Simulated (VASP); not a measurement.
# Cs (Im-3m) in VASP: notebook

Cs is run at these levels: LDA; tasks: electric field gradients.

Program: VASP 6.6.1. These are calculated values, not measurements. Logs are shortened: lines on timing, memory, paths and dates and some standing lists are left out, and cuts for length are marked.

### Step 1. The cell of the first run

It takes space group Im-3m (No. 229, cubic). Conventional cell: a = 6.065 Å, b = 6.065 Å, c = 6.065 Å, α = 90.00°, β = 90.00°, γ = 90.00°.

### Step 2. Electric field gradients, LDA (volume scaled by 1.01)

INCAR reads:

```
SYSTEM = Cs
  PREC = Accurate
  ENCUT = 520
  EDIFF = 1E-8
  ISMEAR = -1
  SIGMA = 0.05
  LREAL = .False.
  LASPH = .True.
  NELM = 80
  ALGO = Normal
  ISIF = 2
  LWAVE = .False.
  LCHARG = .False.
  LEFG = .True.
  NBANDS = 10
```

KPOINTS reads:

```
Automatic mesh
0
Gamma
  9 9 9
  0 0 0
```

POSCAR reads:

```
Cs
1.0
   -3.0325416020      3.0325416020      3.0325416020
    3.0325416020     -3.0325416020      3.0325416020
    3.0325416020      3.0325416020     -3.0325416020
Cs
1
Direct
    0.0000000000      0.0000000000      0.0000000000
```

Potentials or basis: VASP PAW LDA potentials, release 64 (Cs_sv).

The run is started by

```bash
$ cat potpaw_LDA.64/Cs_sv/POTCAR > POTCAR
$ mpirun -np 1 vasp_std > vasp.out
```

OUTCAR:

```text
SYSTEM = Cs
   PREC = Accurate
   ENCUT = 520
   EDIFF = 1E-8
   ISMEAR = -1
   LREAL = .False.
   LASPH = .True.
   NELM = 80
   ISIF = 2

 ion  position               nearest neighbor table
   1  0.000  0.000  0.000-

  LATTYP: Found a body centered cubic cell.
 ALAT       =     6.0650832040

  Lattice vectors:

 A1 = (  -3.0325416020,   3.0325416020,   3.0325416020)
 A2 = (   3.0325416020,  -3.0325416020,   3.0325416020)
 A3 = (   3.0325416020,   3.0325416020,  -3.0325416020)

Analysis of symmetry for initial positions (statically):
=====================================================================
 Subroutine PRICEL returns:
 Original cell was already a primitive cell.

 Routine SETGRP: Setting up the symmetry group for a
 body centered cubic supercell.

 Subroutine GETGRP returns: Found 48 space group operations
[... 9 lines left out ...]

 Routine SETGRP: Setting up the symmetry group for a
 body centered cubic supercell.

 Subroutine GETGRP returns: Found 48 space group operations
[... 11 lines left out ...]
                                     Primitive cell

  volume of cell :     111.5528

  direct lattice vectors                    reciprocal lattice vectors
    -3.032541602  3.032541602  3.032541602     0.000000000  0.164878200  0.164878200
     3.032541602 -3.032541602  3.032541602     0.164878200  0.000000000  0.164878200
     3.032541602  3.032541602 -3.032541602     0.164878200  0.164878200  0.000000000

  length of vectors
     5.252516131  5.252516131  5.252516131     0.233172986  0.233172986  0.233172986

  position of ions in fractional coordinates (direct lattice)
     0.000000000  0.000000000  0.000000000

  ion indices of the primitive-cell ions
   primitive index   ion index
                 1           1

----------------------------------------------------------------------------------------

 KPOINTS: Automatic mesh

Automatic generation of k-mesh.
 Grid dimensions read from file:
 generate k-points for:    9    9    9

 Generating k-lattice:

  Cartesian coordinates                     Fractional coordinates (reciprocal lattice)
     0.000000000  0.018319800  0.018319800     0.111111111  0.000000000  0.000000000
     0.018319800  0.000000000  0.018319800     0.000000000  0.111111111  0.000000000
     0.018319800  0.018319800  0.000000000     0.000000000  0.000000000  0.111111111

  Length of vectors
[... 88 lines left out ...]
  volume of cell :      111.55
 maximum number of plane-waves:      3043
   NGX = 19   NGY = 19   NGZ = 19

 number of electron       8.9999999 magnetization

 Free energy of the ion-electron system (eV)
  ---------------------------------------------------
  ext. energy  EPLUGINS =         0.00000000
  ---------------------------------------------------
  free energy    TOTEN  =        -0.98371575 eV

  energy without entropy =       -0.97367870  energy(sigma->0) =       -0.97869723

 E-fermi :   0.3618     XC(G=0):  -5.6226

 val. band max:        0.3606161702   @ k =  -0.3333   0.4444   0.1111
 cond. band min:       0.4042861067   @ k =  -0.4444   0.4444   0.1111
 fundamental gap:      0.0436699366
 Fermi energy:         0.3618182778

 k-point     1 :       0.0000    0.0000    0.0000
  band No.  band energies     occupation
      1     -23.4460      2.00000
      2     -10.1760      2.00000
      3     -10.1760      2.00000
      4     -10.1760      2.00000
      5      -1.3543      2.00000
      6       2.7981      0.00000
      7       2.7981      0.00000
      8       2.7981      0.00000
      9       3.7139      0.00000
     10       3.7139      0.00000
[... 287 lines left out ...]
 k-point    24 :      -0.4444   -0.4444    0.1111
  band No.  band energies     occupation
      1     -23.4366      2.00000
      2     -10.3169      2.00000
      3     -10.2513      2.00000
      4     -10.2010      2.00000
      5       0.7492      0.00086
      6       1.2431      0.00000
      7       1.9587      0.00000
      8       2.9673      0.00000
      9       3.9643      0.00000
     10       4.6954      0.00000

 [... further k-points ...]
[... 5 lines left out ...]
  --------------------------------------------------------------------------------------
  -------------------------------------------------------------------------------------
  Total       -0.2093687     -0.2093687     -0.2093687      0.0000000     -0.0000000      0.0000000
  in kB       -3.0070593     -3.0070593     -3.0070593      0.0000000     -0.0000000      0.0000000
  external PRESSURE =      -3.0070593 kB  Pullay stress =       0.0000000 kB

 VOLUME and BASIS-vectors are now :
 -----------------------------------------------------------------------------
  energy-cutoff  :      520.00
  volume of cell :      111.55
      direct lattice vectors                 reciprocal lattice vectors
    -3.032541602  3.032541602  3.032541602     0.000000000  0.164878200  0.164878200
     3.032541602 -3.032541602  3.032541602     0.164878200  0.000000000  0.164878200
     3.032541602  3.032541602 -3.032541602     0.164878200  0.164878200  0.000000000

 POSITION                                       TOTAL-FORCE (eV/Angst)
 -----------------------------------------------------------------------------------
      0.00000      0.00000      0.00000        -0.000000     -0.000000      0.000000
 -----------------------------------------------------------------------------------
    total drift:                                0.000000      0.000000     -0.000000

  FREE ENERGIE OF THE ION-ELECTRON SYSTEM (eV)
  ---------------------------------------------------
  free  energy   TOTEN  =        -0.9837157530 eV

  energy  without entropy=       -0.9736787008  energy(sigma->0) =       -0.97869723

 Electric field gradients (V/A^2)
---------------------------------------------------------------------
 ion       V_xx      V_yy      V_zz      V_xy      V_xz      V_yz
---------------------------------------------------------------------
   1       0.000     0.000    -0.000    -0.000    -0.000    -0.000
---------------------------------------------------------------------

 Electric field gradients after diagonalization (V/A^2)
 (convention: |V_zz| > |V_xx| > |V_yy|)
----------------------------------------------------------------------
 ion       V_xx      V_yy      V_zz     asymmetry (V_yy - V_xx)/ V_zz
----------------------------------------------------------------------
   1       0.000     0.000    -0.001       0.000
----------------------------------------------------------------------

           NMR quadrupolar parameters

 Cq : quadrupolar parameter    Cq=e*Q*V_zz/h
 eta: asymmetry parameters     (V_yy - V_xx)/ V_zz
 Q  : nuclear electric quadrupole moment in mb (millibarn)
----------------------------------------------------------------------
 ion       Cq(MHz)       eta       Q (mb)
----------------------------------------------------------------------
   1      -0.000       0.000       1.000
----------------------------------------------------------------------
```

It took 13 s on 1 thread of AMD EPYC 9R45 (Zen 5), shared host; peak memory 0.17 GiB.

What came out:

```yaml
Free_energy: -0.9837 eV
Pressure: -0.3 GPa
```

Levels at points of the mesh, in eV from the Fermi level:
```tsv
k point	band 2	band 3	band 4	band 5	band 6	band 7	band 8	band 9
(0.00, 0.00, 0.00)	-10.54	-10.54	-10.54	-1.72	2.44	2.44	2.44	3.35
```

Caveat: without QUAD_EFG the Cq values of the log hold for a quadrupole moment of 1 mb, not for the nuclei; spin-orbit coupling is left out, which moves the levels of the heavy elements.

### Step 3. Electric field gradients, LDA (volume scaled by 1.02)

INCAR reads:

```
PREC = Accurate ; ENCUT = 520
EDIFF = 1E-8 ; ISMEAR = -1
SIGMA = 0.05 ; LREAL = F
LASPH = T ; NELM = 100
ALGO = Normal ; ISIF = 2
LWAVE = F ; LCHARG = F
GGA = CA ; LEFG = T
NBANDS = 10
```

KPOINTS reads:

```
Automatic mesh
0
Gamma
  9 9 9
```

POSCAR reads:

```
Cs
1.0
   -3.0425171396      3.0425171396      3.0425171396
    3.0425171396     -3.0425171396      3.0425171396
    3.0425171396      3.0425171396     -3.0425171396
Cs
1
Direct
    0.0000000000      0.0000000000      0.0000000000
```

Potentials or basis: VASP PAW LDA potentials, release 64 (Cs_sv).

The run is started by

```bash
$ cat potpaw_LDA.64/Cs_sv/POTCAR > POTCAR
$ mpirun -np 1 vasp_std > vasp.out
```

OUTCAR:

```text
PREC = Accurate
   ENCUT = 520
   EDIFF = 1E-8
   ISMEAR = -1
   LREAL = F
   LASPH = T
   NELM = 100
   ISIF = 2
   GGA = CA

 ion  position               nearest neighbor table
   1  0.000  0.000  0.000-

  LATTYP: Found a body centered cubic cell.
 ALAT       =     6.0850342792

  Lattice vectors:

 A1 = (  -3.0425171396,   3.0425171396,   3.0425171396)
 A2 = (   3.0425171396,  -3.0425171396,   3.0425171396)
 A3 = (   3.0425171396,   3.0425171396,  -3.0425171396)

Analysis of symmetry for initial positions (statically):
=====================================================================
 Subroutine PRICEL returns:
 Original cell was already a primitive cell.

 Routine SETGRP: Setting up the symmetry group for a
 body centered cubic supercell.
[... 492 lines left out ...]
  in kB       -3.1456767     -3.1456767     -3.1456767      0.0000000      0.0000000      0.0000000
  external PRESSURE =      -3.1456767 kB  Pullay stress =       0.0000000 kB

 VOLUME and BASIS-vectors are now :
 -----------------------------------------------------------------------------
  energy-cutoff  :      520.00
  volume of cell :      112.66
      direct lattice vectors                 reciprocal lattice vectors
    -3.042517140  3.042517140  3.042517140     0.000000000  0.164337612  0.164337612
     3.042517140 -3.042517140  3.042517140     0.164337612  0.000000000  0.164337612
     3.042517140  3.042517140 -3.042517140     0.164337612  0.164337612  0.000000000

 POSITION                                       TOTAL-FORCE (eV/Angst)
 -----------------------------------------------------------------------------------
      0.00000      0.00000      0.00000         0.000000      0.000000     -0.000000
 -----------------------------------------------------------------------------------
    total drift:                               -0.000000      0.000000      0.000000

  FREE ENERGIE OF THE ION-ELECTRON SYSTEM (eV)
  ---------------------------------------------------
  free  energy   TOTEN  =        -0.9816392318 eV

  energy  without entropy=       -0.9716297480  energy(sigma->0) =       -0.97663449

 Electric field gradients (V/A^2)
---------------------------------------------------------------------
 ion       V_xx      V_yy      V_zz      V_xy      V_xz      V_yz
---------------------------------------------------------------------
   1      -0.000    -0.000    -0.000    -0.000    -0.000    -0.000
---------------------------------------------------------------------

 Electric field gradients after diagonalization (V/A^2)
 (convention: |V_zz| > |V_xx| > |V_yy|)
----------------------------------------------------------------------
 ion       V_xx      V_yy      V_zz     asymmetry (V_yy - V_xx)/ V_zz
----------------------------------------------------------------------
   1       0.000     0.000    -0.001       0.000
----------------------------------------------------------------------

           NMR quadrupolar parameters

 Cq : quadrupolar parameter    Cq=e*Q*V_zz/h
 eta: asymmetry parameters     (V_yy - V_xx)/ V_zz
 Q  : nuclear electric quadrupole moment in mb (millibarn)
----------------------------------------------------------------------
 ion       Cq(MHz)       eta       Q (mb)
----------------------------------------------------------------------
   1      -0.000       0.000       1.000
----------------------------------------------------------------------
```

OSZICAR:

```text
N       E                     dE             d eps       ncg     rms          rms(c)
DAV:   1     0.509080114552E+02    0.50908E+02   -0.29722E+03   700   0.638E+02
DAV:   2     0.416845587494E+01   -0.46740E+02   -0.45070E+02   894   0.106E+02
DAV:   3    -0.904495677505E+00   -0.50730E+01   -0.50647E+01   814   0.404E+01
DAV:   4    -0.981774578794E+00   -0.77279E-01   -0.77264E-01   852   0.588E+00
DAV:   5    -0.982251061594E+00   -0.47648E-03   -0.47646E-03   944   0.438E-01    0.128E-01
DAV:   6    -0.981633226017E+00    0.61784E-03   -0.14013E-03   906   0.168E-01    0.829E-02
DAV:   7    -0.981599578662E+00    0.33647E-04   -0.23882E-03   902   0.218E-01    0.352E-02
DAV:   8    -0.981638365373E+00   -0.38787E-04   -0.66860E-05   816   0.508E-02    0.398E-03
DAV:   9    -0.981639112302E+00   -0.74693E-06   -0.22326E-06   978   0.741E-03    0.223E-03
DAV:  10    -0.981639229291E+00   -0.11699E-06   -0.44517E-07   814   0.324E-03    0.360E-04
DAV:  11    -0.981639231822E+00   -0.25311E-08   -0.69099E-09   752   0.464E-04
   1 F= -.98163923E+00 E0= -.97663449E+00  d E =-.100095E-01
```

Run time: 13 s. Hardware: 1 thread of AMD EPYC 9R45 (Zen 5), shared host; peak memory 0.17 GiB.

Results:

| Quantity | Value |
| --- | --- |
| Free energy | -0.9816 eV |
| Pressure | -0.3 GPa |

Caveat: without QUAD_EFG the Cq values of the log hold for a quadrupole moment of 1 mb, not for the nuclei; spin-orbit coupling is left out, which moves the levels of the heavy elements.

### Step 4. Electric field gradients, LDA (volume scaled by 1.02)

INCAR reads:

```
PREC     = Accurate       # precision mode
ENCUT    = 520            # plane-wave cutoff, eV
EDIFF    = 1E-8           # SCF threshold, eV
ISMEAR   = -1             # smearing method
SIGMA    = 0.05           # smearing width, eV
LREAL    = False          # projectors in reciprocal space
LASPH    = True           # aspherical terms in the spheres
NELM     = 80             # most SCF steps
ALGO     = Normal         # electronic algorithm
ISIF     = 2              # what is computed and relaxed
LWAVE    = False          # write WAVECAR
LCHARG   = False          # write CHGCAR
LEFG     = True         
NBANDS   = 10             # bands
```

KPOINTS reads:

```
regular mesh
0
Gamma
  9 9 9
```

POSCAR is that of step 3.

Potentials or basis: VASP PAW LDA potentials, release 64 (Cs_sv).

The run is started by

```bash
$ cat potpaw_LDA.64/Cs_sv/POTCAR > POTCAR
$ mpirun -np 1 vasp_std > vasp.out
```

OUTCAR:

```text
PREC = Accurate
   ENCUT = 520
   EDIFF = 1E-8
   ISMEAR = -1
   LREAL = False
   LASPH = True
   NELM = 80
   ISIF = 2

 ion  position               nearest neighbor table
   1  0.000  0.000  0.000-

  LATTYP: Found a body centered cubic cell.
 ALAT       =     6.0850342792

  Lattice vectors:

 A1 = (  -3.0425171396,   3.0425171396,   3.0425171396)
 A2 = (   3.0425171396,  -3.0425171396,   3.0425171396)
 A3 = (   3.0425171396,   3.0425171396,  -3.0425171396)

Analysis of symmetry for initial positions (statically):
=====================================================================
 Subroutine PRICEL returns:
 Original cell was already a primitive cell.

 Routine SETGRP: Setting up the symmetry group for a
 body centered cubic supercell.

 Subroutine GETGRP returns: Found 48 space group operations
[... 9 lines left out ...]

 Routine SETGRP: Setting up the symmetry group for a
 body centered cubic supercell.

 Subroutine GETGRP returns: Found 48 space group operations
[... 11 lines left out ...]
                                     Primitive cell

  volume of cell :     112.6572

  direct lattice vectors                    reciprocal lattice vectors
    -3.042517140  3.042517140  3.042517140     0.000000000  0.164337612  0.164337612
     3.042517140 -3.042517140  3.042517140     0.164337612  0.000000000  0.164337612
     3.042517140  3.042517140 -3.042517140     0.164337612  0.164337612  0.000000000

  length of vectors
     5.269794269  5.269794269  5.269794269     0.232408479  0.232408479  0.232408479

  position of ions in fractional coordinates (direct lattice)
     0.000000000  0.000000000  0.000000000

  ion indices of the primitive-cell ions
[... 125 lines left out ...]
 fundamental gap:      0.0463737635
 Fermi energy:         0.3372793848

 k-point     1 :       0.0000    0.0000    0.0000
  band No.  band energies     occupation
      1     -23.4767      2.00000
      2     -10.2084      2.00000
      3     -10.2084      2.00000
      4     -10.2084      2.00000
      5      -1.3688      2.00000
      6       2.7673      0.00000
      7       2.7673      0.00000
      8       2.7673      0.00000
      9       3.6754      0.00000
     10       3.6754      0.00000
[... 287 lines left out ...]
 k-point    24 :      -0.4444   -0.4444    0.1111
  band No.  band energies     occupation
      1     -23.4677      2.00000
      2     -10.3446      2.00000
      3     -10.2813      2.00000
      4     -10.2326      2.00000
      5       0.7259      0.00084
      6       1.2131      0.00000
      7       1.9318      0.00000
      8       2.9321      0.00000
      9       3.9196      0.00000
     10       4.6358      0.00000

 [... further k-points ...]
[... 5 lines left out ...]
  --------------------------------------------------------------------------------------
  -------------------------------------------------------------------------------------
  Total       -0.2211885     -0.2211885     -0.2211885      0.0000000      0.0000000      0.0000000
  in kB       -3.1456767     -3.1456767     -3.1456767      0.0000000      0.0000000      0.0000000
  external PRESSURE =      -3.1456767 kB  Pullay stress =       0.0000000 kB

 VOLUME and BASIS-vectors are now :
 -----------------------------------------------------------------------------
  energy-cutoff  :      520.00
  volume of cell :      112.66
      direct lattice vectors                 reciprocal lattice vectors
    -3.042517140  3.042517140  3.042517140     0.000000000  0.164337612  0.164337612
     3.042517140 -3.042517140  3.042517140     0.164337612  0.000000000  0.164337612
     3.042517140  3.042517140 -3.042517140     0.164337612  0.164337612  0.000000000

 POSITION                                       TOTAL-FORCE (eV/Angst)
 -----------------------------------------------------------------------------------
      0.00000      0.00000      0.00000         0.000000      0.000000     -0.000000
 -----------------------------------------------------------------------------------
    total drift:                               -0.000000      0.000000      0.000000

  FREE ENERGIE OF THE ION-ELECTRON SYSTEM (eV)
  ---------------------------------------------------
  free  energy   TOTEN  =        -0.9816392318 eV

  energy  without entropy=       -0.9716297480  energy(sigma->0) =       -0.97663449

 Electric field gradients (V/A^2)
---------------------------------------------------------------------
 ion       V_xx      V_yy      V_zz      V_xy      V_xz      V_yz
---------------------------------------------------------------------
   1      -0.000    -0.000    -0.000    -0.000    -0.000    -0.000
---------------------------------------------------------------------

 Electric field gradients after diagonalization (V/A^2)
 (convention: |V_zz| > |V_xx| > |V_yy|)
----------------------------------------------------------------------
 ion       V_xx      V_yy      V_zz     asymmetry (V_yy - V_xx)/ V_zz
----------------------------------------------------------------------
   1       0.000     0.000    -0.001       0.000
----------------------------------------------------------------------

           NMR quadrupolar parameters

 Cq : quadrupolar parameter    Cq=e*Q*V_zz/h
 eta: asymmetry parameters     (V_yy - V_xx)/ V_zz
 Q  : nuclear electric quadrupole moment in mb (millibarn)
----------------------------------------------------------------------
 ion       Cq(MHz)       eta       Q (mb)
----------------------------------------------------------------------
   1      -0.000       0.000       1.000
----------------------------------------------------------------------
```

Run time: 12 s. Hardware: 1 thread of AMD EPYC 9R45 (Zen 5), shared host; peak memory 0.17 GiB.

What came out:

* Free energy: -0.9816 eV
* Pressure: -0.3 GPa

Caveat: without QUAD_EFG the Cq values of the log hold for a quadrupole moment of 1 mb, not for the nuclei; spin-orbit coupling is left out, which moves the levels of the heavy elements.
